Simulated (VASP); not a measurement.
# H16SO10: single point with PBE

The system is H16SO10.

```
O H S
1.0
     6.79688    0.00000    0.00000
     0.00000    6.79688    0.00000
     0.00000    0.00000    6.79688
O H S
10 16 1
Direct
  0.48877 0.12256 0.32385
  0.98180 0.10312 0.05445
  0.30596 0.15809 0.85380
  0.06834 0.87144 0.58859
  0.92729 0.39689 0.76623
  0.65664 0.53139 0.28838
  0.12344 0.30462 0.40998
  0.89972 0.68874 0.99414
  0.66844 0.97539 0.65328
  0.44228 0.74447 0.79837
  0.40071 0.01938 0.33031
  0.57988 0.08254 0.44304
  0.03815 0.04838 0.16132
  0.92703 0.97914 0.00950
  0.21301 0.14021 0.97826
  0.39040 0.27777 0.89106
  0.95243 0.82898 0.65911
  0.18200 0.83218 0.67424
  0.01936 0.37238 0.64640
  0.94427 0.29029 0.84796
  0.59358 0.63659 0.35075
  0.73161 0.46554 0.40598
  0.18322 0.41154 0.34567
  0.26799 0.24079 0.44541
  0.93235 0.58030 0.88283
  0.82528 0.60876 0.11393
  0.59039 0.90175 0.83958
```

- Program: VASP 6.6.1
- Task: single point
- Functional: PBE
- Potentials or basis: VASP PAW PBE potentials, release 64 (O, H, S)
- Cutoff: 520 eV
- k mesh: 1 × 1 × 1
- Occupations: fermi-dirac, width 0.02 eV
- Spin: no spin polarisation

| Item | Value |
| --- | --- |
| Pressure | -0.7 GPa |
| Largest force | 5.195 eV/Å |
| Band gap on the k mesh | 2.83 eV |

Forces in eV/Å, atoms in the order of the input:
```
O    2.984  1.404  1.990
O   -1.663  1.278 -2.969
O    0.840  1.516  2.234
O    1.320 -0.387  0.276
O    0.557  2.305 -3.845
O    2.516 -2.706  1.224
O    2.701 -2.297  1.843
O   -1.058 -1.529  1.129
O    0.731  0.538  0.014
O    1.051  0.870  0.869
H   -2.086 -2.427 -0.148
H   -1.139  0.698 -1.744
H    1.956 -0.975  4.713
H   -0.462 -0.772 -0.992
H    0.935  0.205 -2.252
H   -1.137 -1.547 -0.487
H   -0.139  0.003  0.078
H   -0.838  0.238 -0.575
H   -0.939  0.116  1.097
H    0.446 -2.549  2.050
H   -0.997  1.818  0.921
H   -1.241  0.956 -2.113
H    0.181  1.998 -1.199
H   -2.854  0.649 -0.549
H   -0.570  0.646  1.373
H    1.066  1.567 -2.290
S   -2.165 -1.614 -0.646
```

Stress tensor (GPa, compression positive):
```
-2.32  0.80 -0.14
 0.80  1.84 -0.64
-0.14 -0.64 -1.73
```

Levels at points of the mesh, in eV from the valence-band top:
```tsv
k point	band 37	band 38	band 39	band 40	band 41	band 42	band 43	band 44	band 45	band 46
(0.00, 0.00, 0.00)	-0.82	-0.71	-0.44	-0.03	0.00	2.83	4.49	6.41	6.82	7.23
```

Wall time 42 s on 1 thread of Intel(R) Xeon(R) Platinum 8259CL CPU @ 2.50GHz (Skylake/Cascade Lake), on a shared host, peak memory 0.4 GiB.

Caveat: the k points lie up to 0.92 Å⁻¹ apart.
